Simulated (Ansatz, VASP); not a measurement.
## NaCu in VASP and in Ansatz

INCAR

```
ALGO = Fast ; EDIFF = 1E-7
EDIFFG = -0.01 ; ENCUT = 600
GGA = PE ; IBRION = 2
ISIF = 3 ; ISMEAR = 0
LASPH = T ; LCHARG = F
LREAL = F ; LWAVE = F
NELM = 100 ; NSW = 100
PREC = Accurate ; SIGMA = 0.1
```

Contents of KPOINTS:

```
k-points
0
Gamma
  16 16 16
```

Contents of POSCAR:

```
NaCu
1.0
    0.0000000000      2.9337605915      2.9337605915
    2.9337605915      0.0000000000      2.9337605915
    2.9337605915      2.9337605915      0.0000000000
Na Cu
1 1
Direct
    0.0000000000      0.0000000000      0.0000000000
    0.5000000000      0.5000000000      0.5000000000
```

Input for Ansatz:

```yaml
crystal:
  lattice:
    - [0.0, 2.9337605915, 2.9337605915]
    - [2.9337605915, 0.0, 2.9337605915]
    - [2.9337605915, 2.9337605915, 0.0]
  atoms:
    - { symbol: Na, position: [0.0, 0.0, 0.0] }
    - { symbol: Cu, position: [0.5, 0.5, 0.5] }
basis:
  ecutwfc: 420
kpoints:
  mp_grid: { grid: [16, 16, 16] }
hamiltonian:
  xc: pbe
scf:
  occupations: { method: gaussian, width: 0.1 }
output:
  forces: true
  stress: true
  eigenvalues: true
  write_density: true
  write_potential: true
  elf: true
  volumetric_format: npy
relax:
  adjacent_minimum: "off"
  f_tol: 0.01
  max_steps: 80
  cell: { stress_tol: 0.05 }
```

Alike in both runs: task relaxation of cell and atoms; functional PBE; k mesh 16 × 16 × 16; occupations gaussian, width 0.1 eV; no spin polarisation.

|  | VASP | Ansatz |
| --- | --- | --- |
| version | VASP 6.6.1 | Ansatz 0.2.0 |
| potentials or method | VASP PAW PBE potentials, release 64 (Na_pv, Cu), cutoff 600 eV | scalar-relativistic, plane waves, PAW |
| valence electrons in the cell | 18 | 28 |

VASP gave:

- gap on the k mesh at the Fermi level, each at its own relaxed structure (eV): none
- relaxed volume (Å³/atom): 25.46
- relaxed length of the cell vector where the two differ most in proportion (Å): 4.160

Question: Estimate Ansatz's values.

Answer: gap on the k mesh at the Fermi level, each at its own relaxed structure (eV): none; relaxed volume (Å³/atom): 25.51; relaxed length of the cell vector where the two differ most in proportion (Å): 4.163.

A gap of «none» marks a metal or a gap that the smearing closes. VASP's potentials hold 18 valence electrons a cell and Ansatz's 28, so a difference there can come from the potentials and not from the codes.
